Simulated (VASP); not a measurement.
# Rh (P6_3/mmc) in VASP: further runs

Runs on Rh. Level: PBEsol. Tasks: single point.

All numbers are computed with VASP 6.6.1; they aren't measurements. Logs are shortened: lines on timing, memory, paths and dates and some standing lists are left out, and cuts for length are marked.

## (1) The cell of the first run

The structure is hexagonal, space group P6_3/mmc (No. 194). Conventional cell: a = 2.686 Å, b = 2.686 Å, c = 4.324 Å, α = 90.00°, β = 90.00°, γ = 120.00°. Within 3.5 Å of Rh (site symmetry -6m2) lie 12 Rh at 2.66 to 2.69 Å.

This isn't the form of Rh at room conditions, which is fcc.

## (2) Single point, PBEsol

The input, INCAR:

```
SYSTEM = Rh
PREC = Accurate
ENCUT = 520
EDIFF = 1E-6
ISMEAR = 0
SIGMA = 0.1
LREAL = .False.
LASPH = .True.
NELM = 60
ALGO = Fast
ISIF = 2
LWAVE = .False.
LCHARG = .True.
GGA = PS
LELF = .True.
LVHAR = .True.
NBANDS = 22
```

The input, KPOINTS:

```
Automatic mesh
0
Gamma
  18 18 10
  0 0 0
```

The input, POSCAR:

```
Rh
1.0
    2.6857505685      0.0000000000      0.0000000000
   -1.3428752842      2.3259282205      0.0000000000
    0.0000000000      0.0000000000      4.3242967029
Rh
2
Direct
    0.6666666667      0.3333333333      0.7500000000
    0.3333333333      0.6666666667      0.2500000000
```

Potentials or basis: VASP PAW PBE potentials, release 64 (Rh_pv).

Command:

```bash
cat potpaw_PBE.64/Rh_pv/POTCAR > POTCAR
mpirun -np 1 vasp_std > vasp.out
```

OUTCAR:

```text
SYSTEM = Rh
   PREC = Accurate
   ENCUT = 520
   EDIFF = 1E-6
   ISMEAR = 0
   LREAL = .False.
   LASPH = .True.
   NELM = 60
   ISIF = 2
   GGA = PS

 ion  position               nearest neighbor table
   1  0.667  0.333  0.750-   2 2.66   2 2.66   2 2.66   2 2.66   2 2.66   2 2.66
   2  0.333  0.667  0.250-   1 2.66   1 2.66   1 2.66   1 2.66   1 2.66   1 2.66

  LATTYP: Found a hexagonal cell.
 ALAT       =     2.6857505685
 C/A-ratio  =     1.6100887229

  Lattice vectors:

 A1 = (   2.6857505685,   0.0000000000,   0.0000000000)
 A2 = (  -1.3428752842,   2.3259282205,   0.0000000000)
 A3 = (   0.0000000000,   0.0000000000,   4.3242967029)

Analysis of symmetry for initial positions (statically):
=====================================================================
 Subroutine PRICEL returns:
 Original cell was already a primitive cell.

 Routine SETGRP: Setting up the symmetry group for a
 hexagonal supercell.

 Subroutine GETGRP returns: Found 24 space group operations
 (whereof 12 operations were pure point group operations)
 out of a pool of 24 trial point group operations.

The static configuration has the point symmetry D_3d.
 The point group associated with its full space group is D_6h.

Analysis of symmetry for dynamics (positions and initial velocities):
=====================================================================
 Subroutine PRICEL returns:
 Original cell was already a primitive cell.

 Routine SETGRP: Setting up the symmetry group for a
 hexagonal supercell.

 Subroutine GETGRP returns: Found 24 space group operations
 (whereof 12 operations were pure point group operations)
 out of a pool of 24 trial point group operations.

The dynamic configuration has the point symmetry D_3d.
 The point group associated with its full space group is D_6h.

 Subroutine INISYM returns: Found 24 space group operations
 (whereof 12 operations are pure point group operations),
 and found     1 'primitive' translations

----------------------------------------------------------------------------------------

                                     Primitive cell

  volume of cell :      27.0133

  direct lattice vectors                    reciprocal lattice vectors
     2.685750569  0.000000000  0.000000000     0.372335395  0.214967941  0.000000000
    -1.342875284  2.325928220  0.000000000     0.000000000  0.429935882  0.000000000
     0.000000000  0.000000000  4.324296703     0.000000000  0.000000000  0.231251477

  length of vectors
     2.685750569  2.685750568  4.324296703     0.429935882  0.429935882  0.231251477

  position of ions in fractional coordinates (direct lattice)
     0.666666667  0.333333333  0.750000000
     0.333333333  0.666666667  0.250000000

  ion indices of the primitive-cell ions
   primitive index   ion index
                 1           1
                 2           2

----------------------------------------------------------------------------------------

 KPOINTS: Automatic mesh

Automatic generation of k-mesh.
 Grid dimensions read from file:
 generate k-points for:   18   18   10

 Generating k-lattice:

  Cartesian coordinates                     Fractional coordinates (reciprocal lattice)
     0.020685300  0.011942663  0.000000000     0.055555556  0.000000000  0.000000000
     0.000000000  0.023885327  0.000000000     0.000000000  0.055555556  0.000000000
     0.000000000  0.000000000  0.023125148     0.000000000  0.000000000  0.100000000

  Length of vectors
     0.023885327  0.023885327  0.023125148

  Shift w.r.t. Gamma in fractional coordinates (k-lattice)
     0.000000000  0.000000000  0.000000000

 Subroutine IBZKPT returns following result:
 ===========================================

 Found    222 irreducible k-points:

 Following reciprocal coordinates:
            Coordinates               Weight
  0.000000  0.000000  0.000000      1.000000
  0.055556  0.000000  0.000000      6.000000
  0.111111  0.000000  0.000000      6.000000
  0.166667 -0.000000  0.000000      6.000000
  0.222222 -0.000000  0.000000      6.000000
  0.277778 -0.000000  0.000000      6.000000
[... 16 lines left out ...]
  0.333333  0.111111  0.000000     12.000000
  0.388889  0.111111  0.000000     12.000000
 [... further k-points ...]
   k-points           NKPTS =    222   k-points in BZ     NKDIM =    222   number of bands    NBANDS=     22
   number of dos      NEDOS =    301   number of ions     NIONS =      2
   total plane-waves  NPLWV =  12800
   dimension x,y,z NGX =    20 NGY =   20 NGZ =   32
   dimension x,y,z NGXF=    40 NGYF=   40 NGZF=   64
   ions per type =               2
   NGX,Y,Z   is equivalent  to a cutoff of  12.38, 12.38, 12.30 a.u.
   NGXF,Y,Z  is equivalent  to a cutoff of  24.76, 24.76, 24.60 a.u.
 SYSTEM =  Rh
   PREC   = accura    normal or accurate (medium, high low for compatibility)
   ISTART =      0    job   : 0-new  1-cont  2-samecut
   ICHARG =      2    charge: 1-file 2-atom 10-const
   ISPIN  =      1    spin polarized calculation?
   LNONCOLLINEAR =      F non collinear calculations
   LSORBIT =      F    spin-orbit coupling
   LASPH  =      T    aspherical Exc in radial PAW
   ENCUT  =  520.0 eV  38.22 Ry    6.18 a.u.   4.99  4.99  8.04*2*pi/ulx,y,z
   NELM   =     60;   NELMIN=  2; NELMDL= -5     # of ELM steps
   EDIFF  = 0.1E-05   stopping-criterion for ELM
   LREAL  =      F    real-space projection
   EDIFFG = 0.1E-04   stopping-criterion for IOM
   NSW    =      0    number of steps for IOM
   IBRION =     -1    ionic relax: 0-MD 1-quasi-New 2-CG
   NFREE  =      0    steps in history (QN), initial steepest desc. (CG)
   ISIF   =      2    stress and relaxation
   ISYM   =      2    0-nonsym 1-usesym 2-fastsym
   POTIM  = 0.5000    time-step for ionic-motion
   TEBEG  =    0.0;   TEEND  =   0.0 temperature during run
   PSTRESS=    0.0 pullay stress
   NELECT =      30.0000    total number of electrons
   NUPDOWN=      -1.0000    fix difference up-down
   EMIN   =  10.00;   EMAX   =-10.00  energy-range for DOS
   EFERMI =   0.00;   METHOD = LEGACY
   ISMEAR =     0;   SIGMA  =   0.10  broadening in eV -4-tet -1-fermi 0-gaus
   EFERMI_NEDOS =   21; number of points for ismear=-14 and -15
   IALGO  =     68    algorithm
   IMIX   =      4    mixing-type and parameters
     AMIX     =   0.40;   BMIX     =  1.00
     AMIX_MAG =   1.60;   BMIX_MAG =  1.00
  volume/ion in A,a.u.               =      13.51        91.15
  Fermi-wavevector in a.u.,A,eV,Ry     =   1.695337  3.203723 39.105433  2.874168
  Thomas-Fermi vector in A             =   2.776399
   LORBIT       =      0    0 simple, 1 ext, 2 COOP (PROOUT), +10 PAW based schemes
   GGA     = PS    functional components
   LHFCALC =     F    Hartree Fock is set to
   AEXX    =    0.0000 exact exchange contribution
   IVDW    =     0    specifies the selected vdW correction
   LEPSILON=     F    determine dielectric tensor
   LRPA    =     F    only Hartree local field effects (RPA)
 non-spin polarized calculation
 RMM-DIIS sequential band-by-band and
 Gauss-broadening in eV      SIGMA  =   0.10
  energy-cutoff  :      520.00
  volume of cell :       27.01
 maximum number of plane-waves:       756
 NGX is ok and might be reduce to    20
   NGX =  9   NGY =  9   NGZ = 17

 number of electron      30.0000001 magnetization

 Free energy of the ion-electron system (eV)
  ---------------------------------------------------
  ext. energy  EPLUGINS =         0.00000000
  ---------------------------------------------------
  free energy    TOTEN  =       -16.20410538 eV

  energy without entropy =      -16.18863909  energy(sigma->0) =      -16.19637224

 E-fermi :  12.1952     XC(G=0): -14.3313

 val. band max:       12.1925620426   @ k =   0.3889   0.1667   0.0000
 cond. band min:      12.1953828374   @ k =   0.2778  -0.0000   0.4000
 fundamental gap:      0.0028207948
 Fermi energy:        12.1951524604

 k-point     1 :       0.0000    0.0000    0.0000
  band No.  band energies     occupation
      1     -35.0861      2.00000
      2     -34.3737      2.00000
      3     -34.3737      2.00000
      4     -34.2757      2.00000
      5     -34.2568      2.00000
      6     -34.2568      2.00000
[... 14 lines left out ...]
     21      30.3208      0.00000
     22      30.9307      0.00000

 k-point     2 :       0.0556    0.0000    0.0000
  band No.  band energies     occupation
      1     -35.0784      2.00000
      2     -34.3910      2.00000
      3     -34.3794      2.00000
      4     -34.2790      2.00000
      5     -34.2748      2.00000
      6     -34.2594      2.00000
[... 14 lines left out ...]
     21      30.4488      0.00000
     22      31.0443      0.00000

 k-point     3 :       0.1111    0.0000    0.0000
  band No.  band energies     occupation
      1     -35.0558      2.00000
      2     -34.4409      2.00000
      3     -34.3956      2.00000
      4     -34.3263      2.00000
      5     -34.2888      2.00000
      6     -34.2673      2.00000
[... 14 lines left out ...]
     21      30.7861      0.00000
     22      31.1239      0.00000

 k-point     4 :       0.1667   -0.0000    0.0000
  band No.  band energies     occupation
      1     -35.0196      2.00000
      2     -34.5173      2.00000
      3     -34.4198      2.00000
      4     -34.4041      2.00000
      5     -34.3053      2.00000
      6     -34.2798      2.00000
[... 14 lines left out ...]
     21      30.9468      0.00000
     22      31.0092      0.00000

 k-point     5 :       0.2222   -0.0000    0.0000
  band No.  band energies     occupation
      1     -34.9722      2.00000
      2     -34.6111      2.00000
      3     -34.4978      2.00000
      4     -34.4488      2.00000
      5     -34.3286      2.00000
      6     -34.2957      2.00000
[... 417 lines left out ...]
 k-point    22 :       0.2778    0.1111    0.0000
  band No.  band energies     occupation
      1     -34.8408      2.00000
      2     -34.7952      2.00000
      3     -34.7035      2.00000
      4     -34.5220      2.00000
      5     -34.4034      2.00000
      6     -34.3688      2.00000
[... 14 lines left out ...]
     21      25.6668      0.00000
     22      28.2501      0.00000

 k-point    23 :       0.3333    0.1111    0.0000
  band No.  band energies     occupation
      1     -34.8663      2.00000
      2     -34.7846      2.00000
      3     -34.7552      2.00000
      4     -34.5560      2.00000
      5     -34.4409      2.00000
      6     -34.3861      2.00000
[... 14 lines left out ...]
     21      24.7354      0.00000
     22      27.5703      0.00000

 k-point    24 :       0.3889    0.1111    0.0000
  band No.  band energies     occupation
      1     -34.9126      2.00000
      2     -34.7889      2.00000
      3     -34.7392      2.00000
      4     -34.5779      2.00000
      5     -34.4741      2.00000
      6     -34.3973      2.00000
[... 14 lines left out ...]
     21      24.0812      0.00000
     22      27.0168      0.00000

 [... further k-points ...]

------------------------ aborting loop because EDIFF is reached ----------------------------------------

  FORCE on cell =-STRESS in cart. coord.  units (eV):
  Direction    XX          YY          ZZ          XY          YZ          ZX
  --------------------------------------------------------------------------------------
  -------------------------------------------------------------------------------------
  Total        0.1645667      0.1645667      0.1694094      0.0000000      0.0000000      0.0000000
  in kB        9.7605704      9.7605704     10.0477926      0.0000000      0.0000000      0.0000000
  external PRESSURE =       9.8563111 kB  Pullay stress =       0.0000000 kB

 VOLUME and BASIS-vectors are now :
 -----------------------------------------------------------------------------
  energy-cutoff  :      520.00
  volume of cell :       27.01
      direct lattice vectors                 reciprocal lattice vectors
     2.685750569  0.000000000  0.000000000     0.372335395  0.214967941  0.000000000
    -1.342875284  2.325928220  0.000000000     0.000000000  0.429935882  0.000000000
     0.000000000  0.000000000  4.324296703     0.000000000  0.000000000  0.231251477

 POSITION                                       TOTAL-FORCE (eV/Angst)
 -----------------------------------------------------------------------------------
      1.34288      0.77531      3.24322        -0.000000      0.000000      0.000000
     -0.00000      1.55062      1.08107         0.000000     -0.000000      0.000000
 -----------------------------------------------------------------------------------
    total drift:                               -0.000000      0.000000     -0.000000

  FREE ENERGIE OF THE ION-ELECTRON SYSTEM (eV)
  ---------------------------------------------------
  free  energy   TOTEN  =       -16.2041053835 eV

  energy  without entropy=      -16.1886390936  energy(sigma->0) =      -16.19637224
```

Wall time 53 s (1 thread of Intel Xeon 6975P-C (Granite Rapids), shared host); peak memory 0.21 GiB.

What came out:

- Free energy: -16.2041 eV
- Pressure: 1.0 GPa
- Band gap on the k mesh: zero (bands 15 and 16 overlap by 2.52 eV)

Levels at points of the mesh, in eV from the Fermi level:
```tsv
k point	band 13	band 14	band 15	band 16	band 17	band 18
(0.00, 0.00, 0.00)	-2.60	-2.02	-2.02	0.13	0.13	0.65
(0.50, 0.00, 0.00)	-2.29	0.42	0.66	0.74	3.04	5.17
(0.00, 0.00, 0.50)	-3.27	-3.27	-0.46	-0.46	-0.46	-0.46
(0.50, 0.00, 0.50)	-0.36	-0.36	0.61	0.61	2.64	2.64
```

Caveat: the PAW data sets were made with another functional, which shifts forces and pressure a little.

## (3) Single point, PBEsol

This run uses another cell than the first one, of 13.60 Å³/atom.

The input, INCAR:

```
SYSTEM = Rh
PREC = Accurate
ENCUT = 520
EDIFF = 1E-7
ISMEAR = 0
SIGMA = 0.1
LREAL = .FALSE.
LASPH = .TRUE.
NELM = 60
ALGO = Fast
ISIF = 2
LWAVE = .FALSE.
LCHARG = .FALSE.
GGA = PS
NBANDS = 22
```

The input, KPOINTS:

```
Automatic mesh
0
G
  18 18 10
  0 0 0
```

The input, POSCAR:

```
Rh
1.0
    2.6919461455      0.0000000000      0.0000000000
   -1.3459730728      2.3312937477      0.0000000000
    0.0000000000      0.0000000000      4.3338930584
Rh
2
Direct
    0.6666666667      0.3333333333      0.7500000000
    0.3333333333      0.6666666667      0.2500000000
```

Potentials or basis: VASP PAW PBE potentials, release 64 (Rh_pv).

Command:

```bash
cat potpaw_PBE.64/Rh_pv/POTCAR > POTCAR
mpirun -np 1 vasp_std > vasp.out
```

Wall time 52 s (1 thread of Intel Xeon 6975P-C (Granite Rapids), shared host); peak memory 0.21 GiB.

Results (log left out):

```yaml
Free_energy: -16.2041 eV
Pressure: -1.1 GPa
Band_gap_on_the_k_mesh: zero (bands 15 and 16 overlap by 2.49 eV)
```

Levels at points of the mesh, in eV from the Fermi level:
| k point | band 11 | band 12 | band 13 | band 14 | band 15 | band 16 | band 17 | band 18 | band 19 | band 20 |
| --- | --- | --- | --- | --- | --- | --- | --- | --- | --- | --- |
| (0.00, 0.00, 0.00) | -3.12 | -2.57 | -2.57 | -2.00 | -2.00 | 0.13 | 0.13 | 0.66 | 8.74 | 15.78 |
| (0.50, 0.00, 0.00) | -2.77 | -2.29 | -2.27 | 0.41 | 0.65 | 0.73 | 3.02 | 5.13 | 10.35 | 10.87 |
| (0.00, 0.00, 0.50) | -3.24 | -3.24 | -3.24 | -3.24 | -0.46 | -0.46 | -0.46 | -0.46 | 14.86 | 14.86 |
| (0.50, 0.00, 0.50) | -1.75 | -1.75 | -0.36 | -0.36 | 0.61 | 0.61 | 2.62 | 2.62 | 9.37 | 9.37 |

Caveat: the PAW data sets were made with another functional, which shifts forces and pressure a little.

## (4) Single point, PBEsol

This run uses another cell than the first one, of 11.20 Å³/atom.

The input, INCAR:

```
SYSTEM = Rh
ALGO = Normal
EDIFF = 1E-7
ENCUT = 520
GGA = PS
ISIF = 2
ISMEAR = 0
LASPH = .TRUE.
LCHARG = .FALSE.
LREAL = .FALSE.
LWAVE = .FALSE.
NBANDS = 22
NELM = 60
PREC = Accurate
SIGMA = 0.1
```

The input, KPOINTS:

```
k-points
0
G
  18 18 10
  0 0 0
```

The input, POSCAR:

```
Rh
1.0
    2.5198691550      0.0000000000      0.0000000000
   -1.2599345775      2.1822707024      0.0000000000
    0.0000000000      0.0000000000      4.0741902157
Rh
2
Direct
    0.6666666667      0.3333333333      0.7500000000
    0.3333333333      0.6666666667      0.2500000000
```

Command:

```bash
cat potpaw_PBE.64/Rh_pv/POTCAR > POTCAR
mpirun -np 1 vasp_std > vasp.out
```

It took 48 s on 1 thread of Intel Xeon 6975P-C (Granite Rapids), shared host; peak memory 0.2 GiB.

The run converged. Its results:

* Free energy: -15.1089 eV
* Pressure: 90.1 GPa
* Band gap on the k mesh: zero (bands 15 and 16 overlap by 3.39 eV)

Stress tensor (GPa, compression positive):
```
90.09  0.00  0.00
 0.00 90.09  0.00
 0.00  0.00 90.22
```

Levels at points of the mesh, in eV from the Fermi level:
```tsv
k point	band 11	band 12	band 13	band 14	band 15	band 16	band 17	band 18	band 19	band 20
(0.00, 0.00, 0.00)	-4.24	-3.49	-3.49	-2.68	-2.68	0.15	0.15	0.48	10.86	15.55
(0.50, 0.00, 0.00)	-3.72	-3.07	-2.92	0.62	0.92	1.06	3.80	6.34	11.97	12.56
(0.00, 0.00, 0.50)	-4.38	-4.38	-4.31	-4.31	-0.60	-0.60	-0.60	-0.60	15.01	15.01
(0.50, 0.00, 0.50)	-2.37	-2.37	-0.53	-0.53	0.88	0.88	3.08	3.08	11.52	11.52
```

Caveat: the cell stands under pressure; the PAW data sets were made with another functional, which shifts forces and pressure a little.

## (5) Summary

```tsv
cell	gap on the mesh (eV)	pressure (GPa)
a = 2.686, b = 2.686, c = 4.324 Å, angles 90.0, 90.0, 120.0°, 2 atoms	none	1.0
a = 2.692, b = 2.692, c = 4.334 Å, angles 90.0, 90.0, 120.0°, 2 atoms	none	-1.1
a = 2.520, b = 2.520, c = 4.074 Å, angles 90.0, 90.0, 120.0°, 2 atoms	none	90.1
```

Alike in all rows: task single point; level PBEsol; potentials or basis VASP PAW PBE potentials, release 64 (Rh_pv); no spin polarisation; k mesh 18 × 18 × 10; cutoff (eV) 520; smearing gaussian 0.1 eV.

Caveats: the PAW data sets were made with another functional, which shifts forces and pressure a little; the cell stands under pressure (at least some runs).

Total energies depend on the potentials used, so only differences within one code and one set of settings carry meaning.
